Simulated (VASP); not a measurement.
Write the native input for VASP 6.6.1 that does the following.

| Property | Result |
| --- | --- |
| Task | single point |
| Functional | PBE |
| Dispersion | D3(BJ) |
| Potentials or basis | VASP PAW PBE potentials, release 64 (H, Si, Sb) |
| Cutoff | 520 eV |
| k mesh | 2 × 2 × 1 |
| Occupations | gaussian, width 0.05 eV |
| Spin | no spin polarisation |
| Dipole correction | no |
| Further INCAR settings | LREAL = Auto; ALGO = Normal; EDIFF = 1e-06; NBANDS = 56 |

The structure of Si16SbH7 lies in POSCAR:

```
Si16SbH7
1.0
    7.6791800000      0.0000000000      0.0000000000
    3.8395900000      6.6503650000      0.0000000000
    0.0000000000      0.0000000000     18.8687650000
H Si Sb
7 16 1
Direct
    0.1666666792      0.1666666416      0.0529976392
    0.6666666792      0.1666666416      0.0529976392
    0.1666666416      0.6666667168      0.0529976392
    0.6666666416      0.6666667168      0.0529976392
    0.5086693390      0.0077197267      0.4158995038
    0.0024587525      0.5062305603      0.4178830464
    0.4781570600      0.4907138180      0.4155508853
    0.1666666792      0.1666666416      0.1324940981
    0.6666666792      0.1666666416      0.1324940981
    0.1666666416      0.6666667168      0.1324940981
    0.6666666416      0.6666667168      0.1324940981
   -0.1669250869      0.3336290565      0.1739503884
    0.3329399170      0.3333737321      0.1718477600
   -0.1672690422      0.8329001491      0.1714269588
    0.3331884952      0.8330177366      0.1730953775
   -0.1665401538      0.3358462280      0.2990168673
    0.3286906953      0.3365687447      0.2954725442
   -0.1705718209      0.8340298615      0.2947020115
    0.3294767275      0.8383876674      0.2991049494
   -0.0113444871      0.0024141532      0.3371793013
    0.4989686620      0.0050307013      0.3365994542
   -0.0010248064      0.5047110948      0.3383825068
    0.4964912359      0.4997388865      0.3363031974
    0.1867714503      0.8476109206      0.4462431961
```

One way to write it, as run:

INCAR

```
PREC = Accurate
ENCUT = 520
EDIFF = 1E-6
ISMEAR = 0
SIGMA = 0.05
LREAL = Auto
LASPH = T
NELM = 100
ALGO = Normal
ISIF = 2
LWAVE = F
LCHARG = T
GGA = PE
IVDW = 12
LELF = T
LVHAR = T
NBANDS = 56
```

KPOINTS

```
regular mesh
0
Gamma
  2 2 1
```

Potentials or basis: VASP PAW PBE potentials, release 64 (H, Si, Sb).

The run is started by

```bash
$ cat potpaw_PBE.64/H/POTCAR potpaw_PBE.64/Si/POTCAR potpaw_PBE.64/Sb/POTCAR > POTCAR
$ mpirun -np 1 vasp_std > vasp.out
```

It gave:

The largest force is 0.304 eV/Å and the band gap on the k mesh is zero (filled and empty bands touch). The dispersion energy per atom is -0.176 eV.

Caveat: the k points lie up to 0.47 Å⁻¹ apart; there is no dipole correction, which matters where the two faces differ; spin-orbit coupling is left out, which moves the levels of the heavy elements.

Run time: 5.2 min on 1 thread of Intel(R) Xeon(R) 6975P-C (Granite Rapids), with other jobs on the host, peak memory 0.99 GiB.
